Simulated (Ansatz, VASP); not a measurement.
# Two plane-wave programs on TiTlSb2

File INCAR:

```
SYSTEM = TiTlSb2
ALGO = Normal
EDIFF = 1E-6
ENCUT = 520
GGA = PE
ISIF = 2
ISMEAR = 0
LASPH = .True.
LCHARG = .False.
LREAL = .False.
LWAVE = .False.
NBANDS = 26
NELM = 60
PREC = Accurate
SIGMA = 0.1
```

Contents of KPOINTS:

```
k-points
0
Gamma
  4 4 4
  0 0 0
```

The input POSCAR:

```
TiTlSb2
1.0
    5.4525641700      0.0000000000      0.0000000000
    0.0000000000      5.4525641700      0.0000000000
    0.0000000000      0.0000000000      3.8555451000
Ti Tl Sb
1 1 2
Direct
    0.0000000000      0.0000000000      0.5000000000
    0.5000000000      0.5000000000      0.5000000000
    0.0000000000      0.5000000000      0.0000000000
    0.5000000000      0.0000000000      0.0000000000
```

Input for Ansatz:

```yaml
crystal:
  lattice:
    - [5.45256417, 0.0, 0.0]
    - [0.0, 5.45256417, 0.0]
    - [0.0, 0.0, 3.8555451]
  atoms:
    - { symbol: Ti, position: [0.0, 0.0, 0.5] }
    - { symbol: Tl, position: [0.5, 0.5, 0.5] }
    - { symbol: Sb, position: [0.0, 0.5, 0.0] }
    - { symbol: Sb, position: [0.5, 0.0, 0.0] }
basis:
  ecutwfc: 420
kpoints:
  mp_grid: { grid: [4, 4, 4] }
hamiltonian:
  xc: pbe
scf:
  occupations: { method: gaussian, width: 0.1 }
  lower_state_search: "off"
output:
  forces: true
  stress: true
  eigenvalues: true
```

Alike in both runs: task single point; functional PBE; k mesh 4 × 4 × 4; occupations gaussian, width 0.1 eV; no spin polarisation.

|  | VASP | Ansatz |
| --- | --- | --- |
| version | VASP 6.6.1 | Ansatz 0.2.0 |
| potentials or method | VASP PAW PBE potentials, release 64 (Ti_sv, Tl_d, Sb), cutoff 520 eV | scalar-relativistic, plane waves, PAW |
| valence electrons in the cell | 35 | 55 |

VASP gave:

- gap on the k mesh at the Fermi level (eV): none
- pressure (GPa): -6.6
- traceless stress, the component that is largest in VASP (GPa): 0.06

**Question.** Which values does Ansatz return?

**Answer.** gap on the k mesh at the Fermi level (eV): none; pressure (GPa): -6.6; traceless stress, the component that is largest in VASP (GPa): 0.05.

A gap of «none» marks a metal or a gap that the smearing closes. With one functional, cell and mesh, what is left measures potentials, basis and numerics. VASP's potentials hold 35 valence electrons a cell and Ansatz's 55, so a difference there can come from the potentials and not from the codes.

The k mesh is coarse, so the values compare programs but aren't converged. Neither program's run includes spin-orbit coupling.
